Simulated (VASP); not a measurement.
**ZnSn24O48 (a cell with a defect): relaxation of the atoms with PBEsol**

The system is ZnSn24O48 (a cell with a defect).

```
Sn O Zn
1.0
     9.53809    0.00000    0.00000
     0.00000    9.53809    0.00000
     0.00000    0.00000    9.63630
Sn O Zn
24 48 1
Direct
  0.99932 0.00197 0.99941
  0.99687 0.00172 0.33154
  0.00140 0.99841 0.66467
  0.00083 0.49902 0.99918
  0.99930 0.50269 0.33426
  0.00054 0.49803 0.66817
  0.49772 0.99996 0.99956
  0.50173 0.00067 0.33625
  0.50114 0.00221 0.66563
  0.49904 0.49737 0.99921
  0.50146 0.49931 0.33554
  0.49908 0.50163 0.66926
  0.24897 0.25072 0.16927
  0.25061 0.24902 0.50208
  0.24770 0.25001 0.83440
  0.24763 0.75148 0.17037
  0.24715 0.75394 0.50261
  0.24605 0.75146 0.83482
  0.75224 0.24815 0.16832
  0.74715 0.24729 0.50106
  0.74955 0.24882 0.83549
  0.75123 0.74967 0.16664
  0.74552 0.75170 0.49920
  0.74727 0.75353 0.82932
  0.15328 0.15555 0.00106
  0.15325 0.15475 0.33436
  0.15235 0.15400 0.66723
  0.15552 0.65059 0.00301
  0.15238 0.65498 0.33102
  0.15450 0.65382 0.66708
  0.65477 0.15697 0.00350
  0.65423 0.15165 0.33505
  0.65253 0.14985 0.66297
  0.65593 0.65467 0.00106
  0.65080 0.65187 0.33613
  0.65478 0.65636 0.66425
  0.34818 0.34598 0.00016
  0.34702 0.34530 0.33485
  0.34640 0.34765 0.67121
  0.34762 0.84907 0.00186
  0.34723 0.84634 0.33321
  0.35044 0.84757 0.66680
  0.84618 0.34608 0.99941
  0.84937 0.34790 0.33206
  0.84841 0.34821 0.66591
  0.84843 0.84625 0.00230
  0.84983 0.84663 0.33506
  0.84876 0.84883 0.66738
  0.09626 0.40302 0.16686
  0.09571 0.40453 0.50161
  0.09450 0.40189 0.83694
  0.09784 0.90645 0.16571
  0.09665 0.90290 0.50006
  0.10072 0.90567 0.83256
  0.59598 0.40268 0.16546
  0.59694 0.40642 0.49937
  0.59710 0.40534 0.83282
  0.59480 0.90064 0.16878
  0.59875 0.90597 0.50086
  0.59635 0.90278 0.83530
  0.40367 0.09745 0.16637
  0.40225 0.09097 0.49943
  0.40169 0.09647 0.83209
  0.40711 0.59752 0.16298
  0.40342 0.59659 0.50087
  0.40347 0.59845 0.83238
  0.90116 0.09627 0.16752
  0.90563 0.09978 0.49726
  0.90161 0.09872 0.83000
  0.90177 0.59830 0.16584
  0.89961 0.59459 0.49851
  0.90340 0.59669 0.83375
  0.39250 0.39541 0.85910
```

| Item | Value |
| --- | --- |
| Program | VASP 6.6.1 |
| Task | relaxation of the atoms |
| Functional | PBEsol |
| Potentials or basis | VASP PAW PBE potentials, release 64 (Sn_d, O, Zn) |
| Cutoff | 520 eV |
| k mesh | 1 × 1 × 1, shifted |
| Occupations | fermi-dirac, width 0.05 eV |
| Spin | no spin polarisation |
| Dipole correction | no |
| Charge | 2 |
| Further INCAR settings | LREAL = Auto; ALGO = Normal; EDIFF = 1e-07; ISYM = -1; IBRION = 2; EDIFFG = -0.03; NSW = 100; NELECT = 634.0 |

| Item | Value |
| --- | --- |
| Energy gained by relaxing | 180.8 meV/atom |
| Ionic steps | 70 |
| Largest force after relaxing | 0.025 eV/Å |

Forces in eV/Å, atoms in the order of the input:
```
Sn  -0.004  0.004  0.013
Sn   0.001  0.000 -0.007
Sn   0.000  0.010  0.001
Sn  -0.008  0.015  0.012
Sn   0.000 -0.012 -0.003
Sn  -0.006  0.012 -0.006
Sn   0.008 -0.003  0.005
Sn   0.004  0.004  0.007
Sn   0.008  0.004 -0.007
Sn   0.001 -0.001  0.003
Sn  -0.001 -0.005  0.001
Sn  -0.003 -0.004 -0.003
Sn  -0.007 -0.004  0.001
Sn  -0.006 -0.009 -0.006
Sn   0.006  0.003  0.004
Sn  -0.001  0.005  0.003
Sn   0.000  0.001 -0.007
Sn   0.015  0.002  0.000
Sn   0.007 -0.007  0.000
Sn   0.004 -0.002  0.002
Sn   0.014  0.003 -0.002
Sn   0.006 -0.003  0.007
Sn   0.001 -0.002 -0.011
Sn   0.002 -0.009 -0.003
O    0.009  0.003 -0.006
O    0.000 -0.006  0.001
O    0.001 -0.002 -0.001
O   -0.005 -0.005 -0.021
O   -0.009  0.012  0.002
O   -0.004 -0.004  0.015
O    0.007 -0.008 -0.001
O    0.004 -0.024 -0.003
O    0.009 -0.007  0.004
O   -0.008 -0.017  0.002
O    0.011 -0.004  0.005
O    0.000 -0.008 -0.004
O   -0.015  0.003  0.016
O   -0.010 -0.014 -0.001
O   -0.005  0.010 -0.014
O   -0.005  0.011 -0.006
O    0.011 -0.002  0.003
O   -0.006  0.009  0.003
O    0.008  0.001 -0.001
O   -0.015  0.006  0.001
O    0.010  0.006  0.001
O   -0.001  0.008 -0.007
O    0.001  0.003 -0.002
O   -0.006  0.002  0.009
O   -0.006 -0.002 -0.010
O   -0.007 -0.003  0.017
O    0.009 -0.002  0.004
O   -0.004  0.004  0.003
O   -0.002  0.003  0.002
O   -0.005  0.004  0.003
O   -0.005  0.004 -0.009
O    0.000  0.002  0.009
O   -0.006 -0.022  0.000
O   -0.007  0.000  0.002
O   -0.003 -0.009 -0.005
O    0.001 -0.006  0.003
O   -0.002  0.008 -0.003
O    0.000  0.003  0.001
O    0.000 -0.002  0.003
O    0.010  0.005  0.008
O    0.008  0.006 -0.012
O    0.005  0.010  0.002
O    0.004  0.005  0.001
O    0.000  0.008 -0.007
O    0.002  0.000 -0.003
O   -0.003 -0.001  0.010
O   -0.010 -0.001 -0.010
O   -0.007  0.000 -0.005
Zn   0.003  0.011  0.000
```

The path:
| step | energy change (eV) | largest force (eV/Å) | pressure (GPa) |
| --- | --- | --- | --- |
| 1 | 0.0000 | 20.1122 | 3.15 |
| 3 | -7.2395 | 7.4431 | 1.07 |
| 5 | -7.4082 | 6.3069 | 0.85 |
| 7 | -9.0251 | 2.5041 | 0.34 |
| 9 | -9.7108 | 1.6874 | -0.28 |
| 11 | -9.9955 | 1.4630 | -0.38 |
| 13 | -10.2330 | 1.0795 | -0.38 |
| 15 | -10.4772 | 1.0051 | -0.60 |
| 17 | -10.7020 | 0.9868 | -0.80 |
| 19 | -10.8967 | 1.1813 | -0.91 |
| 21 | -11.0575 | 0.8406 | -1.00 |
| 23 | -11.1721 | 1.1354 | -0.94 |
| 25 | -11.3271 | 1.1818 | -0.90 |
| 27 | -11.5056 | 0.8318 | -1.02 |
| 29 | -11.7232 | 0.7490 | -1.29 |
| 31 | -11.9383 | 0.8307 | -1.63 |
| 33 | -12.0911 | 1.0969 | -1.76 |
| 35 | -12.2579 | 1.4661 | -1.90 |
| 37 | -12.4799 | 1.0557 | -2.18 |
| 39 | -12.6543 | 0.5761 | -2.26 |
| 41 | -12.8613 | 0.5874 | -2.14 |
| 43 | -12.9977 | 0.4564 | -2.03 |
| 45 | -13.0780 | 0.2678 | -2.04 |
| 47 | -13.1196 | 0.2185 | -2.04 |
| 49 | -13.1491 | 0.2341 | -2.05 |
| 51 | -13.1694 | 0.1674 | -2.02 |
| 53 | -13.1786 | 0.1096 | -2.01 |
| 55 | -13.1843 | 0.1202 | -1.99 |
| 57 | -13.1890 | 0.0881 | -2.00 |
| 59 | -13.1926 | 0.0591 | -2.01 |
| 61 | -13.1953 | 0.0625 | -2.01 |
| 63 | -13.1972 | 0.0497 | -2.02 |
| 65 | -13.1987 | 0.0468 | -2.03 |
| 67 | -13.1996 | 0.0389 | -2.03 |
| 69 | -13.2004 | 0.0333 | -2.03 |
| 70 | -13.2011 | 0.0249 | -2.04 |

Levels at points of the mesh, in eV from the Fermi level:
```
           k point  band 313  band 314  band 315  band 316  band 317  band 318  band 319  band 320  band 321  band 322
(0.25, 0.25, 0.25)     -1.46     -1.43     -1.40     -1.30     -1.06      1.06      2.50      2.57      2.75      3.24
```

Run time: 77 min on 8 MPI ranks on Intel(R) Xeon(R) 6975P-C (Granite Rapids), on a shared host, peak memory 0.31 GiB a rank.

Caveat: the cell carries a net charge on a neutralising background, which shifts energy and pressure; the cell is charged against a uniform background, so pressure and absolute levels hang on convention; the PAW data sets were made with another functional, which shifts forces and pressure a little; spin-orbit coupling is left out, which moves the levels of the heavy elements.
